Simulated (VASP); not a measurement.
# Al (Fd-3m) in VASP: further runs, part 2 of 3

VASP 6.6.1. Earlier steps stand in the parts before.

## 3. Single point, PBEsol

This run uses another cell than the first one, of 22.58 Å³/atom, 1.115 times its volume.

INCAR

```
SYSTEM = Al
PREC = Accurate
ENCUT = 520
EDIFF = 1E-6
ISMEAR = -1
SIGMA = 0.05
LREAL = .FALSE.
LASPH = .TRUE.
NELM = 80
ALGO = Normal
ISIF = 2
LWAVE = .FALSE.
LCHARG = .FALSE.
GGA = PS
NBANDS = 10
```

KPOINTS

```
regular mesh
0
G
  14 14 14
  0 0 0
```

POSCAR

```
Al
1.0
    0.0000000000      2.8262597029      2.8262597029
    2.8262597029      0.0000000000      2.8262597029
    2.8262597029      2.8262597029      0.0000000000
Al
2
Direct
    0.0000000000      0.0000000000      0.0000000000
    0.2500000000      0.2500000000      0.2500000000
```

Potentials or basis: VASP PAW PBE potentials, release 64 (Al).

Run with:

```
$ cat potpaw_PBE.64/Al/POTCAR > POTCAR
$ mpirun -np 1 vasp_std > vasp.out
```

OUTCAR:

```text
SYSTEM = Al
   PREC = Accurate
   ENCUT = 520
   EDIFF = 1E-6
   ISMEAR = -1
   LREAL = .FALSE.
   LASPH = .TRUE.
   NELM = 80
   ISIF = 2
   GGA = PS

 ion  position               nearest neighbor table
   1  0.000  0.000  0.000-   2 2.45   2 2.45   2 2.45   2 2.45
   2  0.250  0.250  0.250-   1 2.45   1 2.45   1 2.45   1 2.45

  LATTYP: Found a face centered cubic cell.
 ALAT       =     5.6525194058

  Lattice vectors:

 A1 = (   0.0000000000,   2.8262597029,   2.8262597029)
 A2 = (   2.8262597029,   0.0000000000,   2.8262597029)
 A3 = (   2.8262597029,   2.8262597029,   0.0000000000)

Analysis of symmetry for initial positions (statically):
=====================================================================
 Subroutine PRICEL returns:
 Original cell was already a primitive cell.

 Routine SETGRP: Setting up the symmetry group for a
 face centered cubic supercell.

 Subroutine GETGRP returns: Found 48 space group operations
 (whereof 24 operations were pure point group operations)
 out of a pool of 48 trial point group operations.

The static configuration has the point symmetry T_d .
 The point group associated with its full space group is O_h .

Analysis of symmetry for dynamics (positions and initial velocities):
=====================================================================
 Subroutine PRICEL returns:
 Original cell was already a primitive cell.

 Routine SETGRP: Setting up the symmetry group for a
 face centered cubic supercell.

 Subroutine GETGRP returns: Found 48 space group operations
 (whereof 24 operations were pure point group operations)
 out of a pool of 48 trial point group operations.

The dynamic configuration has the point symmetry T_d .
 The point group associated with its full space group is O_h .

 Subroutine INISYM returns: Found 48 space group operations
 (whereof 24 operations are pure point group operations),
 and found     1 'primitive' translations

----------------------------------------------------------------------------------------

                                     Primitive cell

  volume of cell :      45.1509

  direct lattice vectors                    reciprocal lattice vectors
     0.000000000  2.826259703  2.826259703    -0.176912263  0.176912263  0.176912263
     2.826259703  0.000000000  2.826259703     0.176912263 -0.176912263  0.176912263
     2.826259703  2.826259703  0.000000000     0.176912263  0.176912263 -0.176912263

  length of vectors
     3.996934803  3.996934803  3.996934803     0.306421028  0.306421028  0.306421028

  position of ions in fractional coordinates (direct lattice)
     0.000000000  0.000000000  0.000000000
     0.250000000  0.250000000  0.250000000

  ion indices of the primitive-cell ions
   primitive index   ion index
                 1           1
                 2           2

----------------------------------------------------------------------------------------

 KPOINTS: regular mesh

Automatic generation of k-mesh.
 Grid dimensions read from file:
 generate k-points for:   14   14   14

 Generating k-lattice:

  Cartesian coordinates                     Fractional coordinates (reciprocal lattice)
    -0.012636590  0.012636590  0.012636590     0.071428571  0.000000000  0.000000000
     0.012636590 -0.012636590  0.012636590     0.000000000  0.071428571  0.000000000
     0.012636590  0.012636590 -0.012636590     0.000000000  0.000000000  0.071428571

  Length of vectors
     0.021887216  0.021887216  0.021887216

  Shift w.r.t. Gamma in fractional coordinates (k-lattice)
     0.000000000  0.000000000  0.000000000

 Subroutine IBZKPT returns following result:
 ===========================================

 Found    104 irreducible k-points:

 Following reciprocal coordinates:
            Coordinates               Weight
  0.000000  0.000000  0.000000      1.000000
  0.071429  0.000000  0.000000      8.000000
  0.142857  0.000000  0.000000      8.000000
  0.214286  0.000000  0.000000      8.000000
  0.285714  0.000000  0.000000      8.000000
  0.357143  0.000000  0.000000      8.000000
[... 16 lines left out ...]
  0.214286  0.142857  0.000000     24.000000
  0.285714  0.142857  0.000000     24.000000
 [... further k-points ...]
   k-points           NKPTS =    104   k-points in BZ     NKDIM =    104   number of bands    NBANDS=     10
   number of dos      NEDOS =    301   number of ions     NIONS =      2
   total plane-waves  NPLWV =  27000
   dimension x,y,z NGX =    30 NGY =   30 NGZ =   30
   dimension x,y,z NGXF=    60 NGYF=   60 NGZF=   60
   ions per type =               2
   NGX,Y,Z   is equivalent  to a cutoff of  12.48, 12.48, 12.48 a.u.
   NGXF,Y,Z  is equivalent  to a cutoff of  24.96, 24.96, 24.96 a.u.
 SYSTEM =  Al
   PREC   = accura    normal or accurate (medium, high low for compatibility)
   ISTART =      0    job   : 0-new  1-cont  2-samecut
   ICHARG =      2    charge: 1-file 2-atom 10-const
   ISPIN  =      1    spin polarized calculation?
   LNONCOLLINEAR =      F non collinear calculations
   LSORBIT =      F    spin-orbit coupling
   LASPH  =      T    aspherical Exc in radial PAW
   ENCUT  =  520.0 eV  38.22 Ry    6.18 a.u.   7.43  7.43  7.43*2*pi/ulx,y,z
   NELM   =     80;   NELMIN=  2; NELMDL= -5     # of ELM steps
   EDIFF  = 0.1E-05   stopping-criterion for ELM
   LREAL  =      F    real-space projection
   EDIFFG = 0.1E-04   stopping-criterion for IOM
   NSW    =      0    number of steps for IOM
   IBRION =     -1    ionic relax: 0-MD 1-quasi-New 2-CG
   NFREE  =      0    steps in history (QN), initial steepest desc. (CG)
   ISIF   =      2    stress and relaxation
   ISYM   =      2    0-nonsym 1-usesym 2-fastsym
   POTIM  = 0.5000    time-step for ionic-motion
   TEBEG  =    0.0;   TEEND  =   0.0 temperature during run
   PSTRESS=    0.0 pullay stress
   NELECT =       6.0000    total number of electrons
   NUPDOWN=      -1.0000    fix difference up-down
   EMIN   =  10.00;   EMAX   =-10.00  energy-range for DOS
   EFERMI =   0.00;   METHOD = LEGACY
   ISMEAR =    -1;   SIGMA  =   0.05  broadening in eV -4-tet -1-fermi 0-gaus
   EFERMI_NEDOS =   21; number of points for ismear=-14 and -15
   IALGO  =     38    algorithm
   IMIX   =      4    mixing-type and parameters
     AMIX     =   0.40;   BMIX     =  1.00
     AMIX_MAG =   1.60;   BMIX_MAG =  1.00
  volume/ion in A,a.u.               =      22.58       152.35
  Fermi-wavevector in a.u.,A,eV,Ry     =   0.835417  1.578709  9.495794  0.697921
  Thomas-Fermi vector in A             =   1.948971
   LORBIT       =      0    0 simple, 1 ext, 2 COOP (PROOUT), +10 PAW based schemes
   GGA     = PS    functional components
   LHFCALC =     F    Hartree Fock is set to
   AEXX    =    0.0000 exact exchange contribution
   IVDW    =     0    specifies the selected vdW correction
   LEPSILON=     F    determine dielectric tensor
   LRPA    =     F    only Hartree local field effects (RPA)
 non-spin polarized calculation
  energy-cutoff  :      520.00
  volume of cell :       45.15
 maximum number of plane-waves:      1243
 NGX is ok and might be reduce to    30
   NGX = 15   NGY = 15   NGZ = 15

 number of electron       6.0000000 magnetization

 Free energy of the ion-electron system (eV)
  ---------------------------------------------------
  ext. energy  EPLUGINS =         0.00000000
  ---------------------------------------------------
  free energy    TOTEN  =        -6.27043280 eV

  energy without entropy =       -6.25984113  energy(sigma->0) =       -6.26513696

 E-fermi :   4.1365     XC(G=0):  -8.9221

 val. band max:        4.1280722720   @ k =   0.4286   0.2857   0.0000
 cond. band min:       4.1699899384   @ k =   0.5000   0.2857   0.0000
 fundamental gap:      0.0419176664
 Fermi energy:         4.1364511925

 k-point     1 :       0.0000    0.0000    0.0000
  band No.  band energies     occupation
      1      -4.6275      2.00000
      2       6.6567      0.00000
      3       6.6567      0.00000
      4       6.6567      0.00000
      5       8.4847      0.00000
      6       8.4847      0.00000
      7       8.4847      0.00000
      8      11.4687      0.00000
      9      12.4870      0.00000
     10      12.4870      0.00000
[... 287 lines left out ...]
 k-point    24 :       0.2857    0.1429    0.0000
  band No.  band energies     occupation
      1      -3.6672      2.00000
      2       3.1793      2.00000
      3       5.0147      0.00000
      4       5.1345      0.00000
      5       7.8705      0.00000
      6       9.5323      0.00000
      7      10.3710      0.00000
      8      10.6096      0.00000
      9      13.2962      0.00000
     10      14.4981      0.00000

 [... further k-points ...]
[... 5 lines left out ...]
  --------------------------------------------------------------------------------------
  -------------------------------------------------------------------------------------
  Total        2.8539195      2.8539195      2.8539195      0.0000000     -0.0000000     -0.0000000
  in kB      101.2712367    101.2712367    101.2712367      0.0000000     -0.0000000     -0.0000000
  external PRESSURE =     101.2712367 kB  Pullay stress =       0.0000000 kB

 VOLUME and BASIS-vectors are now :
 -----------------------------------------------------------------------------
  energy-cutoff  :      520.00
  volume of cell :       45.15
      direct lattice vectors                 reciprocal lattice vectors
     0.000000000  2.826259703  2.826259703    -0.176912263  0.176912263  0.176912263
     2.826259703  0.000000000  2.826259703     0.176912263 -0.176912263  0.176912263
     2.826259703  2.826259703  0.000000000     0.176912263  0.176912263 -0.176912263

 POSITION                                       TOTAL-FORCE (eV/Angst)
 -----------------------------------------------------------------------------------
      0.00000      0.00000      0.00000         0.000000      0.000000      0.000000
      1.41313      1.41313      1.41313        -0.000000     -0.000000     -0.000000
 -----------------------------------------------------------------------------------
    total drift:                               -0.000000     -0.000000     -0.000000

  FREE ENERGIE OF THE ION-ELECTRON SYSTEM (eV)
  ---------------------------------------------------
  free  energy   TOTEN  =        -6.2704327954 eV

  energy  without entropy=       -6.2598411296  energy(sigma->0) =       -6.26513696
```

OSZICAR:

```text
N       E                     dE             d eps       ncg     rms          rms(c)
DAV:   1     0.968594705382E+00    0.96859E+00   -0.20071E+03  2080   0.422E+02
DAV:   2    -0.612103935705E+01   -0.70896E+01   -0.69108E+01  2748   0.514E+01
DAV:   3    -0.629267604942E+01   -0.17164E+00   -0.17008E+00  2598   0.678E+00
DAV:   4    -0.629450911973E+01   -0.18331E-02   -0.18328E-02  2502   0.806E-01
DAV:   5    -0.629454263329E+01   -0.33514E-04   -0.33513E-04  2502   0.106E-01    0.197E+00
DAV:   6    -0.627886640575E+01    0.15676E-01   -0.58702E-03  2350   0.331E-01    0.119E+00
DAV:   7    -0.627045481440E+01    0.84116E-02   -0.13455E-02  2300   0.528E-01    0.136E-01
DAV:   8    -0.627043903681E+01    0.15778E-04   -0.47417E-04  2404   0.119E-01    0.141E-01
DAV:   9    -0.627043837681E+01    0.66000E-06   -0.17553E-05  2332   0.216E-02    0.369E-02
DAV:  10    -0.627043249730E+01    0.58795E-05   -0.87960E-06  2280   0.116E-02    0.402E-02
DAV:  11    -0.627043279538E+01   -0.29808E-06   -0.20401E-07  1172   0.271E-03
   1 F= -.62704328E+01 E0= -.62651370E+01  d E =-.105917E-01
```

stdout:

```text
POSCAR found type information on POSCAR Al
 POSCAR found :  1 types and       2 ions
 scaLAPACK will be used
 -----------------------------------------------------------------------------
|                                                                             |
|                                                                             |
|     You enforced a specific xc type in the INCAR file but a different       |
|     I HOPE YOU KNOW WHAT YOU ARE DOING!                                     |
|                                                                             |
 -----------------------------------------------------------------------------

 LDA part: xc-table for (Slater+PW92), standard interpolation
 POSCAR, INCAR and KPOINTS ok, starting setup
 FFT: planning ... GRIDC
 FFT: planning ... GRID_SOFT
 FFT: planning ... GRID
 WAVECAR not read
 entering main loop
```

It took 27 s on 1 thread of Intel Xeon Platinum 8375C at 2.90GHz (Ice Lake), shared host; peak memory 0.17 GiB.

What came out:

```yaml
Free_energy: -6.2704 eV
Pressure: 10.1 GPa
Band_gap_on_the_k_mesh: zero (band 3 reaches 6.66 eV, above the bottom of band 4 at 2.38 eV)
```

Levels at points of the mesh, in eV from the Fermi level:
```csv
k point,band 1,band 2,band 3,band 4,band 5,band 6,band 7
"(0.00, 0.00, 0.00)",-8.76,2.52,2.52,2.52,4.35,4.35,4.35
"(0.50, 0.00, 0.00)",-6.27,-4.42,1.36,1.36,4.10,4.58,4.58
"(0.50, 0.50, 0.00)",-4.62,-4.62,-0.46,-0.46,2.02,2.02,11.68
```

Caveat: the PAW data sets were made with another functional, which shifts forces and pressure a little.

## 4. Single point, PBEsol

This run uses another cell than the first one, of 24.31 Å³/atom, 1.200 times its volume.

INCAR

```
ALGO     = Normal         # electronic algorithm
EDIFF    = 1E-6           # SCF threshold, eV
ENCUT    = 520            # plane-wave cutoff, eV
GGA      = PS             # functional
ISIF     = 2              # what is computed and relaxed
ISMEAR   = -1             # smearing method
LASPH    = True           # aspherical terms in the spheres
LCHARG   = False          # write CHGCAR
LREAL    = False          # projectors in reciprocal space
LWAVE    = False          # write WAVECAR
NBANDS   = 10             # bands
NELM     = 100            # most SCF steps
PREC     = Accurate       # precision mode
SIGMA    = 0.05           # smearing width, eV
```

KPOINTS

```
k-points
0
Gamma
  14 14 14
```

POSCAR

```
Al
1.0
    0.0000000000      2.8967671051      2.8967671051
    2.8967671051      0.0000000000      2.8967671051
    2.8967671051      2.8967671051      0.0000000000
Al
2
Direct
    0.0000000000      0.0000000000      0.0000000000
    0.2500000000      0.2500000000      0.2500000000
```

Run with:

```
$ cat potpaw_PBE.64/Al/POTCAR > POTCAR
$ mpirun -np 1 vasp_std > vasp.out
```

Run time: 29 s. Hardware: 1 thread of Intel Xeon Platinum 8375C at 2.90GHz (Ice Lake), shared host; peak memory 0.18 GiB.

Results (log left out):

| Quantity | Value |
| --- | --- |
| Free energy | -6.4319 eV |
| Pressure | 5.1 GPa |
| Band gap on the k mesh | zero (band 3 reaches 5.95 eV, above the bottom of band 4 at 1.99 eV) |

Levels at points of the mesh, in eV from the Fermi level:
```csv
k point,band 1,band 2,band 3,band 4,band 5,band 6
"(0.00, 0.00, 0.00)",-8.42,2.36,2.36,2.36,4.19,4.19
"(0.50, 0.00, 0.00)",-6.10,-4.20,1.26,1.26,3.75,4.50
"(0.50, 0.50, 0.00)",-4.51,-4.51,-0.44,-0.44,2.04,2.04
```

Caveat: the PAW data sets were made with another functional, which shifts forces and pressure a little.

## 5. Single point, PBEsol

This run uses another cell than the first one, of 26.94 Å³/atom, 1.330 times its volume.

INCAR

```
PREC = Accurate ; ENCUT = 520
EDIFF = 1E-6 ; ISMEAR = -1
SIGMA = 0.05 ; LREAL = F
LASPH = T ; NELM = 80
ALGO = Normal ; ISIF = 2
LWAVE = F ; LCHARG = F
GGA = PS ; NBANDS = 10
```

KPOINTS

```
regular mesh
0
Gamma
  14 14 14
```

POSCAR

```
Al
1.0
    0.0000000000      2.9976513993      2.9976513993
    2.9976513993      0.0000000000      2.9976513993
    2.9976513993      2.9976513993      0.0000000000
Al
2
Direct
    0.0000000000      0.0000000000      0.0000000000
    0.2500000000      0.2500000000      0.2500000000
```

Run with:

```
$ cat potpaw_PBE.64/Al/POTCAR > POTCAR
$ mpirun -np 1 vasp_std > vasp.out
```

Wall time 25 s (1 thread of Intel Xeon Platinum 8375C at 2.90GHz (Ice Lake), shared host); peak memory 0.19 GiB.

Results (log left out):

```
Free energy            : -6.5087 eV
Pressure               : 0.0 GPa
Band gap on the k mesh : zero (band 3 reaches 5.06 eV, above the bottom of band 4 at 1.49 eV)
```

Levels at points of the mesh, in eV from the Fermi level:
| k point | band 1 | band 2 | band 3 | band 4 | band 5 | band 6 | band 7 |
| --- | --- | --- | --- | --- | --- | --- | --- |
| (0.00, 0.00, 0.00) | -7.96 | 2.16 | 2.16 | 2.16 | 3.99 | 3.99 | 3.99 |
| (0.50, 0.00, 0.00) | -5.88 | -3.92 | 1.13 | 1.13 | 3.30 | 4.39 | 4.39 |
| (0.50, 0.50, 0.00) | -4.38 | -4.38 | -0.40 | -0.40 | 2.05 | 2.05 | 10.74 |

Caveat: the PAW data sets were made with another functional, which shifts forces and pressure a little.

(Continued in part 3 of 3.)
